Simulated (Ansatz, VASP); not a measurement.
# SnTe2 in VASP and in Ansatz

Contents of POSCAR:

```
SnTe2
1.0
    0.0000000000      3.7010376710      3.7010376710
    3.7010376710      0.0000000000      3.7010376710
    3.7010376710      3.7010376710      0.0000000000
Sn Te
1 2
Direct
    0.0000000000      0.0000000000      0.0000000000
    0.2500000000      0.2500000000      0.2500000000
    0.7500000000      0.7500000000      0.7500000000
```

The input INCAR.step1:

```
ALGO = Normal
EDIFF = 1E-4
ENCUT = 520
GGA = PE
ISMEAR = -1
LASPH = True
LCHARG = False
LREAL = False
LWAVE = True
NBANDS = 20
NELM = 80
PREC = Accurate
SIGMA = 0.02
```

Contents of INCAR.step2:

```
ALGO = Normal
EDIFF = 1E-6
ENCUT = 520
ISIF = 2
ISMEAR = -1
ISTART = 1
LASPH = True
LCHARG = False
LMIXTAU = True
LREAL = False
LWAVE = False
METAGGA = R2SCAN
NBANDS = 20
NELM = 80
PREC = Accurate
SIGMA = 0.02
```

KPOINTS

```
k-points
0
Gamma
  6 6 6
```

Input for Ansatz:

```yaml
crystal:
  lattice:
    - [0.0, 3.701037671, 3.701037671]
    - [3.701037671, 0.0, 3.701037671]
    - [3.701037671, 3.701037671, 0.0]
  atoms:
    - { symbol: Sn, position: [0.0, 0.0, 0.0] }
    - { symbol: Te, position: [0.25, 0.25, 0.25] }
    - { symbol: Te, position: [0.75, 0.75, 0.75] }
kpoints:
  mp_grid: { grid: [6, 6, 6] }
  band_path:
    path:
      - [0.0, 0.0, 0.0]
      - [0.5, 0.0, 0.5]
      - [0.625, 0.25, 0.625]
      - [0.375, 0.375, 0.75]
      - [0.5, 0.5, 0.5]
      - [0.5, 0.25, 0.75]
    npoints: 1
hamiltonian:
  xc: r2scan
scf:
  occupations: { method: fermi_dirac, width: 0.02 }
  n_extra_bands: 4
output:
  forces: true
  stress: true
  eigenvalues: true
```

Alike in both runs: task single point; functional r2SCAN; k mesh 6 × 6 × 6; occupations fermi-dirac, width 0.02 eV; no spin polarisation.

|  | VASP | Ansatz |
| --- | --- | --- |
| version | VASP 6.6.1 | Ansatz 0.2.0 |
| potentials or method | VASP PAW PBE potentials, release 64 (Sn_d, Te) | plane waves, PAW |
| plane-wave cutoff (eV) | 520 | 500 |
| valence electrons in the cell | 26 | 46 |

```csv
,VASP,Ansatz,Ansatz less VASP
pressure (GPa),0.0,0.0,+0.01
```

VASP's potentials were made for PBE, not for r2SCAN. VASP's potentials hold 26 valence electrons a cell and Ansatz's 46, so a difference there can come from the potentials and not from the codes.

Neither program's run includes spin-orbit coupling.
